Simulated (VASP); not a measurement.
Here is a VASP 6.6.1 calculation.

The input POSCAR:

```
TaTe
1.0
    3.4871676178      0.0000000000      0.0000000000
    0.0000000000      3.4871676178      0.0000000000
    0.0000000000      0.0000000000      3.4871676178
Ta Te
1 1
Direct
    0.5000000000      0.5000000000      0.5000000000
    0.0000000000      0.0000000000      0.0000000000
```

Contents of INCAR.step1:

```
SYSTEM = TaTe
ALGO = Normal
EDIFF = 1E-5
ENCUT = 520
GGA = PE
ISIF = 2
ISMEAR = -1
LASPH = .TRUE.
LCHARG = .FALSE.
LREAL = .FALSE.
LWAVE = .TRUE.
NBANDS = 16
NELM = 80
PREC = Accurate
SIGMA = 0.05
```

INCAR.step2

```
SYSTEM = TaTe
ALGO = Normal
EDIFF = 1E-6
ENCUT = 520
GGA = PE
HFSCREEN = 0.2079
ISIF = 2
ISMEAR = -1
ISTART = 1
LASPH = .TRUE.
LCHARG = .FALSE.
LHFCALC = .TRUE.
LREAL = .FALSE.
LWAVE = .FALSE.
NBANDS = 16
NELM = 80
PREC = Accurate
PRECFOCK = Normal
SIGMA = 0.05
```

KPOINTS

```
k-points
0
G
  4 4 4
  0 0 0
```

Potentials or basis: VASP PAW PBE potentials, release 64 (Ta_pv, Te).

Command:

```console
$ cat potpaw_PBE.64/Ta_pv/POTCAR potpaw_PBE.64/Te/POTCAR > POTCAR
$ cp INCAR.step1 INCAR
$ mpirun -np 1 vasp_std > vasp.out
$ cp INCAR.step2 INCAR
$ mpirun -np 1 vasp_std > vasp.out
```

(1) Predict the band gap on the k mesh.

(2) Estimate the pressure.

## Answers

(1) zero (an odd number of electrons rules out a gap without spin polarisation).

(2) -12.1 GPa.

Caveat: the k points lie up to 0.45 Å⁻¹ apart, too coarse for converged energies and pressures of a metal; the PAW data sets were made with another functional, which shifts forces and pressure a little; spin-orbit coupling is left out, which moves the levels of the heavy elements.
